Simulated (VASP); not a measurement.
Write the native input for VASP 6.6.1 that does the following.

- Task: single point
- Functional: PBE
- Potentials or basis: VASP PAW PBE potentials, release 64 (Zn, S)
- Cutoff: 520 eV
- k mesh: 12 × 12 × 7
- Occupations: fermi-dirac, width 0.1 eV
- Spin: no spin polarisation
- Dipole correction: no
- Further INCAR settings: ALGO = Normal; EDIFF = 1e-07; NBANDS = 26

The structure of ZnS (NiAs type) lies in POSCAR:

```
ZnS
1.0
    3.3153199143      0.0000000000      0.0000000000
   -1.6576599572      2.8711512675      0.0000000000
    0.0000000000      0.0000000000      5.5170876725
Zn S
2 2
Direct
    0.0000000000      0.0000000000      0.0000000000
    0.0000000000      0.0000000000      0.5000000000
    0.3333333333      0.6666666667      0.2500000000
    0.6666666667      0.3333333333      0.7500000000
```

One way to write it, as run:

INCAR

```
PREC     = Accurate       # precision mode
ENCUT    = 520            # plane-wave cutoff, eV
EDIFF    = 1E-7           # SCF threshold, eV
ISMEAR   = -1             # smearing method
SIGMA    = 0.1            # smearing width, eV
LREAL    = False          # projectors in reciprocal space
LASPH    = True           # aspherical terms in the spheres
NELM     = 80             # most SCF steps
ALGO     = Normal         # electronic algorithm
ISIF     = 2              # what is computed and relaxed
LWAVE    = False          # write WAVECAR
LCHARG   = True           # write CHGCAR
GGA      = PE             # functional
LELF     = True           # ELF
LVHAR    = True         
NBANDS   = 26             # bands
```

KPOINTS

```
regular mesh
0
Gamma
  12 12 7
```

Potentials or basis: VASP PAW PBE potentials, release 64 (Zn, S).

Command:

```sh
$ cat potpaw_PBE.64/Zn/POTCAR potpaw_PBE.64/S/POTCAR > POTCAR
$ mpirun -np 1 vasp_std > vasp.out
```

Results of the run:

The pressure is 37.5 GPa. The band gap on the k mesh is 0.03 eV (least direct gap 2.46 eV).

Caveat: the cell stands under pressure; the smearing spreads over this small gap; semilocal functionals underestimate gaps, and a narrow one can read as zero.

Wall time 2.5 min on 1 thread of Intel Xeon 8259CL, on a shared host, peak memory 0.23 GiB.
